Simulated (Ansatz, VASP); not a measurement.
Two plane-wave programs on CdS

```
Cd S
1.0
     0.10921    2.79463    2.87273
     2.97310    0.04828    2.93366
     2.93532    2.81777    0.08607
Cd S
1 1
Direct
  0.99862 0.00045 0.00302
  0.25380 0.24741 0.24926
```

Alike in both runs: task single point; functional PBE; k mesh 4 × 4 × 4; no spin polarisation.

```csv
,VASP,Ansatz
version,VASP 6.6.1,Ansatz 0.2.0
potentials or method,"VASP PAW PBE potentials, release 64 (Cd, S), cutoff 520 eV","plane waves, PAW"
occupations,"gaussian, width 0.01 eV",fixed
valence electrons in the cell,18,26
```

```csv
,VASP,Ansatz,Ansatz less VASP
pressure (GPa),9.6,9.0,-0.51
"traceless stress, the component that is largest in VASP (GPa)",-3.90,-3.81,+0.083
rms of the force components (eV/Å),0.374,0.363,-0.0117
```

Atom by atom the forces differ by 0.012 eV/Å (rms over components). VASP's potentials hold 18 valence electrons a cell and Ansatz's 26, so a difference there can come from the potentials and not from the codes. Ansatz's warnings: stress scf threshold loose.

The k mesh is coarse, so the values compare programs but aren't converged.
